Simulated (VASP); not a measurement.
Here is a VASP 6.6.1 calculation.

INCAR

```
  ALGO = Normal
  EDIFF = 1E-6
  ENCUT = 1340
  GGA = PS
  GGA_COMPAT = F
  ISIF = 2
  ISMEAR = 0
  ISPIN = 2
  LASPH = T
  LCHARG = F
  LDAU = T
  LDAUJ = 0 0
  LDAUL = 2 -1
  LDAUPRINT = 1
  LDAUTYPE = 2
  LDAUU = 4 0
  LMAXMIX = 4
  LORBIT = 11
  LREAL = F
  LWAVE = F
  MAGMOM = 0.5 0
  NBANDS = 23
  NELM = 200
  NUPDOWN = 0.5
  PREC = Accurate
  SIGMA = 0.05
```

Contents of KPOINTS:

```
k-points
0
Gamma
  8 8 8
```

POSCAR

```
NiO
1.0
    0.0000000000      2.0913095100      2.0913095100
    2.0913095100      0.0000000000      2.0913095100
    2.0913095100      2.0913095100      0.0000000000
Ni O
1 1
Direct
    0.0000000000      0.0000000000      0.0000000000
    0.5000000000      0.5000000000      0.5000000000
```

Potentials or basis: VASP PAW PBE potentials, release 64 (Ni_sv_GW, O_h).

Launch:

```bash
$ cat potpaw_PBE.64/Ni_sv_GW/POTCAR potpaw_PBE.64/O_h/POTCAR > POTCAR
$ mpirun -np 1 vasp_std > vasp.out
```

(1) Predict the pressure.

## Answers

(1) -12.5 GPa.

Caveat: the cell stands under tension; the PAW data sets were made with another functional, which shifts forces and pressure a little; the total moment is fixed, so each spin has its own Fermi level and the state may be an excited one; a cell with one magnetic atom can't hold antiferromagnetic order, which such compounds often take.
